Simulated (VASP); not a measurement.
**Br: relaxation of cell and atoms with PBE**

Br:

```xyz
2
Lattice="0.0000 3.4986 3.4986 3.4986 0.0000 3.4986 3.4986 3.4986 0.0000" Properties=species:S:1:pos:R:3 pbc="T T T"
Br    0.0000    0.0000    0.0000
Br    1.7493    1.7493    1.7493
```

| Property | Result |
| --- | --- |
| Program | VASP 6.6.1 |
| Task | relaxation of cell and atoms |
| Functional | PBE |
| Potentials or basis | VASP PAW PBE potentials, release 64 (Br) |
| Cutoff | 600 eV |
| k mesh | 6 × 6 × 6 |
| Occupations | fermi-dirac, width 0.02 eV |
| Spin | no spin polarisation |
| Dipole correction | no |
| Further INCAR settings | ALGO = Normal; EDIFF = 1e-06; IBRION = 2; EDIFFG = -0.03; NSW = 60; ISIF = 3 |

| Quantity | Value |
| --- | --- |
| Pressure after relaxing | 0.0 GPa |
| Band gap on the k mesh | zero (bands 7 and 8 overlap by 1.21 eV) |

Final structure:
```
CELL_PARAMETERS angstrom
0.00000 3.49862 3.49862
3.49862 0.00000 3.49862
3.49862 3.49862 0.00000
ATOMIC_POSITIONS crystal
Br 0.00000 0.00000 0.00000
Br 0.25000 0.25000 0.25000
```

Levels at points of the mesh, in eV from the Fermi level:
| k point | band 5 | band 6 | band 7 | band 8 | band 9 | band 10 |
| --- | --- | --- | --- | --- | --- | --- |
| (0.00, 0.00, 0.00) | -2.70 | -0.88 | -0.88 | -0.88 | 5.20 | 9.09 |
| (0.50, 0.00, 0.00) | -3.09 | -0.34 | -0.34 | -0.20 | 7.61 | 7.80 |
| (0.50, 0.50, 0.00) | -1.85 | -1.85 | 0.32 | 0.32 | 7.12 | 7.12 |

It used 35 s of CPU time on 1 thread of Intel Xeon 8259CL, on a shared host.

Caveat: the relaxation stopped at its first step, so nothing moved.
